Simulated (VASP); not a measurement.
The system is CuO.

```
Cu O
1.0
     2.55255    0.00000    0.00000
     0.00000    2.55255    0.00000
     0.00000    0.00000    2.55255
Cu O
1 1
Direct
  0.00000 0.00000 0.00000
  0.50000 0.50000 0.50000
```

- Program: VASP 6.6.1
- Task: relaxation of cell and atoms
- Functional: PBE
- Potentials or basis: VASP PAW PBE potentials, release 64 (Cu_sv_GW, O)
- Cutoff: 820 eV
- k mesh: 10 × 10 × 10
- Occupations: fermi-dirac, width 0.05 eV
- Spin: no spin polarisation
- Hubbard terms: Cu d U = 8.0 eV

At the start: pressure 16.9 GPa; volume 8.32 Å³/atom.

Question: How do energy, volume and symmetry change on relaxing?

Answer: Over 3 steps the energy falls by 35.3 meV/atom and the volume is 9.04 Å³/atom (+8.7 %); space group Pm-3m (No. 221, to 0.1 Å) before and after.

Step by step:
```
step  energy change (eV)  largest force (eV/Å)  pressure (GPa)  volume (Å³)
   1              0.0000                0.0000           16.95        16.63
   2             -0.0554                0.0000           -5.90        18.84
   3             -0.0707                0.0000            0.00        18.08
```

Final structure:
```xyz
2
Lattice="2.6245 0.0000 0.0000 0.0000 2.6245 0.0000 0.0000 0.0000 2.6245" Properties=species:S:1:pos:R:3 pbc="T T T"
Cu    0.0000    0.0000    0.0000
O     1.3122    1.3122    1.3122
```

Caveat: an odd number of electrons without spin polarisation forces a metal; a magnetic or distorted state may lie lower; U without spin polarisation on a metal has little footing.
